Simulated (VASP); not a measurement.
Cr2CuGe2O8: single point with PBEsol

The system is Cr2CuGe2O8.

```
CELL_PARAMETERS angstrom
4.90134 0.00000 0.00000
0.45341 6.48398 0.00000
-1.95305 -1.69685 4.39916
ATOMIC_POSITIONS crystal
Cr 0.23320 0.18550 0.74200
Cr 0.76680 0.81450 0.25800
Cu 0.50000 0.50000 0.50000
Ge 0.86070 0.27850 0.13600
Ge 0.13930 0.72150 0.86400
O 0.18000 0.34200 0.12300
O 0.82000 0.65800 0.87700
O 0.89200 0.11600 0.33900
O 0.10800 0.88400 0.66100
O 0.65000 0.16300 0.75500
O 0.35000 0.83700 0.24500
O 0.74800 0.52700 0.28300
O 0.25200 0.47300 0.71700
```

```json
{"Program": "VASP 6.6.1", "Task": "single point", "Functional": "PBEsol", "Potentials or basis": "VASP PAW PBE potentials, release 64 (Cr_pv, Cu, Ge_d, O)", "Cutoff": "520 eV", "k mesh": "4 × 3 × 4, shifted", "Occupations": "fermi-dirac, width 0.0153 eV", "Spin": "no spin polarisation"}
```

```
Pressure               : 9.5 GPa
Largest force          : 4.550 eV/Å
Band gap on the k mesh : zero (an odd number of electrons rules out a gap without spin polarisation)
```

Forces on the atoms (eV/Å):
```
Cr   0.183  0.238 -0.960
Cr  -0.183 -0.238  0.960
Cu   0.000  0.000  0.000
Ge  -0.261  0.069 -1.373
Ge   0.261 -0.069  1.373
O    4.422 -0.134 -1.063
O   -4.422  0.134  1.063
O   -0.355 -2.723  1.542
O    0.355  2.723 -1.542
O   -2.741 -0.526 -0.788
O    2.741  0.526  0.788
O   -1.849  2.656  1.670
O    1.849 -2.656 -1.670
```

Stress tensor (GPa, compression positive):
```
 9.74  0.21 -0.23
 0.21 11.22 -1.95
-0.23 -1.95  7.54
```

Levels at points of the mesh, in eV from the Fermi level:
| k point | band 51 | band 52 | band 53 | band 54 | band 55 | band 56 | band 57 | band 58 | band 59 | band 60 |
| --- | --- | --- | --- | --- | --- | --- | --- | --- | --- | --- |
| (0.12, 0.17, 0.00) | -1.90 | -1.81 | -0.61 | -0.28 | -0.12 | -0.07 | 0.17 | 0.28 | 0.45 | 0.54 |

Run time: 7 min on 1 thread of Intel(R) Xeon(R) Platinum 8375C CPU @ 2.90GHz (Ice Lake), with other jobs on the host, peak memory 0.37 GiB.

Caveat: the cell stands under pressure; the PAW data sets were made with another functional, which shifts forces and pressure a little; an odd number of electrons without spin polarisation forces a metal; a magnetic or distorted state may lie lower; the run has no spin polarisation, though such a crystal can be magnetic; semilocal functionals often make such compounds metallic where correlation or magnetic order opens a gap, which also shifts bond lengths. Spin polarisation is off, so any magnetic state and its effect on volume and gap are missing.
